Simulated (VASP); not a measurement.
Runs of VASP 6.6.1 on SiC (zinc blende). The structure is that of space group F-43m (No. 216), or close to it. The cells are those of the table. 

```tsv
cell	cutoff (eV)	gap on the mesh (eV)	pressure (GPa)
a = 2.813 Å, angles 60.0°, 2 atoms	600	1.03	93.9
a = 2.862 Å, angles 60.0°, 2 atoms	600	(b)	68.2
a = 2.954 Å, angles 60.0°, 2 atoms	600	1.19	(c)
a = 3.114 Å, angles 60.0°, 2 atoms	520	1.33	-10.2
a = 2.998 Å, angles 60.0°, 2 atoms	600	1.23	(d)
a = 3.041 Å, angles 60.0°, 2 atoms	600	1.27	4.9
a = 3.083 Å, angles 60.0°, 2 atoms	600	1.31	-4.5
a = 2.909 Å, angles 60.0°, 2 atoms	600	(a)	47.3
```

Alike in all rows: task single point; level LDA; potentials or basis VASP PAW LDA potentials, release 64 (Si, C); no spin polarisation; k mesh 10 × 10 × 10; smearing gaussian 0.01 eV.

Question: Fill in the values left out.

Answer: (a) 1.14; (b) 1.09; (c) 30.2; (d) 16.3.

A k mesh can miss the band edges.
